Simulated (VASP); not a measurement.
Here is a VASP 6.6.1 calculation.

INCAR

```
SYSTEM = SnSe
PREC = Accurate
ENCUT = 520
EDIFF = 1E-6
ISMEAR = -1
SIGMA = 0.08
LREAL = .FALSE.
LASPH = .TRUE.
NELM = 100
ALGO = Normal
ISIF = 2
LWAVE = .FALSE.
LCHARG = .TRUE.
GGA = PE
LELF = .TRUE.
LVHAR = .TRUE.
NBANDS = 17
```

Contents of KPOINTS:

```
regular mesh
0
G
  14 14 14
  0 0 0
```

Contents of POSCAR:

```
SnSe
1.0
    3.0155092091      0.0000000000      0.0000000000
    0.0000000000      3.0155092091      0.0000000000
    0.0000000000      0.0000000000      3.0155092091
Sn Se
1 1
Direct
    0.0000000000      0.0000000000      0.0000000000
    0.5000000000      0.5000000000      0.5000000000
```

Potentials or basis: VASP PAW PBE potentials, release 64 (Sn_d, Se).

The run is started by

```console
$ cat potpaw_PBE.64/Sn_d/POTCAR potpaw_PBE.64/Se/POTCAR > POTCAR
$ mpirun -np 1 vasp_std > vasp.out
```

**Question.** Predict the pressure.

**Answer.** 116.5 GPa.

**Question.** Predict the band gap on the k mesh.

**Answer.** Zero (bands 10 and 11 overlap by 6.34 eV).

Caveat: the cell stands under pressure; spin-orbit coupling is left out, which moves the levels of the heavy elements.
